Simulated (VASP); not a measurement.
Input of a VASP 6.6.1 run:

INCAR

```
SYSTEM = W
  PREC = Accurate
  ENCUT = 500
  EDIFF = 1E-6
  ISMEAR = 1
  SIGMA = 0.05
  LREAL = .False.
  LASPH = .True.
  NELM = 120
  ALGO = Normal
  ISIF = 2
  LWAVE = .False.
  LCHARG = .False.
  GGA = PS
  IVDW = 12
  NBANDS = 13
  GGA_COMPAT = .False.
```

Contents of KPOINTS:

```
regular mesh
0
Gamma
  10 10 10
  0 0 0
```

File POSCAR:

```
W
1.0
   -1.5876019988      1.5876019988      1.5876019988
    1.5876019988     -1.5876019988      1.5876019988
    1.5876019988      1.5876019988     -1.5876019988
W
1
Direct
    0.0000000000      0.0000000000      0.0000000000
```

Potentials or basis: VASP PAW PBE potentials, release 64 (W_sv).

Launch:

```console
$ cat potpaw_PBE.64/W_sv/POTCAR > POTCAR
$ mpirun -np 1 vasp_std > vasp.out
```

(1) Estimate the pressure.

(2) What does it give for the band gap on the k mesh?

(3) Estimate the dispersion energy per atom.

Results:

(1) -12.8 GPa.

(2) zero (band 7 reaches 16.23 eV, above the bottom of band 8 at 9.91 eV).

(3) -0.736 eV.

Caveat: three body term missing; the PAW data sets were made with another functional, which shifts forces and pressure a little; spin-orbit coupling is left out, which moves the levels of the heavy elements; pairwise dispersion overbinds metals, which lowers pressure and volume.
